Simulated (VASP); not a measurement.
Wanted: the native input for a VASP 6.6.1 run.

```
Task                   : single point
Functional             : LDA
Potentials or basis    : VASP PAW LDA potentials, release 64 (Te, Sn_d)
Cutoff                 : 520 eV
k mesh                 : 7 × 7 × 7
Occupations            : fermi-dirac, width 0.05 eV
Spin                   : no spin polarisation
Dipole correction      : no
Further INCAR settings : ALGO = Normal; EDIFF = 1e-07; NBANDS = 17
```

The structure of SnTe lies in POSCAR:

```
SnTe
1.0
    3.9047000000      0.0000000000      0.0000000000
    0.0000000000      3.9047000000      0.0000000000
    0.0000000000      0.0000000000      3.9047000000
Te Sn
1 1
Direct
    0.5000000000      0.5000000000      0.5000000000
    0.0000000000      0.0000000000      0.0000000000
```

These files were run (other wordings do the same):

INCAR

```
PREC     = Accurate       # precision mode
ENCUT    = 520            # plane-wave cutoff, eV
EDIFF    = 1E-7           # SCF threshold, eV
ISMEAR   = -1             # smearing method
SIGMA    = 0.05           # smearing width, eV
LREAL    = False          # projectors in reciprocal space
LASPH    = True           # aspherical terms in the spheres
NELM     = 80             # most SCF steps
ALGO     = Normal         # electronic algorithm
ISIF     = 2              # what is computed and relaxed
LWAVE    = False          # write WAVECAR
LCHARG   = False          # write CHGCAR
NBANDS   = 17             # bands
```

KPOINTS

```
regular mesh
0
Gamma
  7 7 7
```

Potentials or basis: VASP PAW LDA potentials, release 64 (Te, Sn_d).

Command:

```console
$ cat potpaw_LDA.64/Te/POTCAR potpaw_LDA.64/Sn_d/POTCAR > POTCAR
$ mpirun -np 1 vasp_std > vasp.out
```

Results of the run:

```
Pressure               : -4.8 GPa
Band gap on the k mesh : zero (band 10 reaches 7.02 eV, above the bottom of band 11 at 5.96 eV)
```

Caveat: spin-orbit coupling is left out, which moves the levels of the heavy elements.

Run time: 11 s on 1 thread of AMD EPYC 7R13 Processor (Zen 3), with other jobs on the host, peak memory 0.13 GiB.
